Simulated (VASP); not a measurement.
Crystal: Ge.

```
Ge
1.0
     2.89999    0.00000    0.00000
    -1.44999    2.51146    0.00000
     0.00000    0.00000    2.64830
Ge
1
Direct
  0.00000 0.00000 0.50000
```

This isn't the form of Ge at room conditions, which is diamond.

* Program: VASP 6.6.1
* Task: relaxation of cell and atoms
* Functional: PBE
* Potentials or basis: VASP PAW PBE potentials, release 64 (Ge_d)
* Cutoff: 600 eV
* k mesh: 24 × 24 × 20
* Occupations: gaussian, width 0.1 eV
* Spin: no spin polarisation

At the start: pressure 0.1 GPa; volume 19.29 Å³/atom.

Task: How do energy, volume and symmetry change on relaxing?

Result: Over 7 steps the energy falls by 4.1 meV/atom and the volume is 19.33 Å³/atom (+0.2 %); space group P6/mmm (No. 191, to 0.1 Å) before and after.

The path:
| step | energy change (eV) | largest force (eV/Å) | pressure (GPa) | volume (Å³) |
| --- | --- | --- | --- | --- |
| 1 | 0.0000 | 0.0000 | 0.05 | 19.29 |
| 2 | -0.0041 | 0.0000 | 0.12 | 19.30 |
| 3 | -0.0041 | 0.0000 | 0.16 | 19.30 |
| 4 | -0.0041 | 0.0000 | 0.16 | 19.30 |
| 5 | -0.0041 | 0.0000 | -0.05 | 19.36 |
| 6 | -0.0041 | 0.0000 | -0.08 | 19.35 |
| 7 | -0.0041 | 0.0000 | -0.04 | 19.33 |

Final structure:
```
CELL_PARAMETERS angstrom
2.87858 0.00000 0.00000
-1.43929 2.49292 0.00000
0.00000 0.00000 2.69404
ATOMIC_POSITIONS crystal
Ge 0.00000 0.00000 0.50000
```
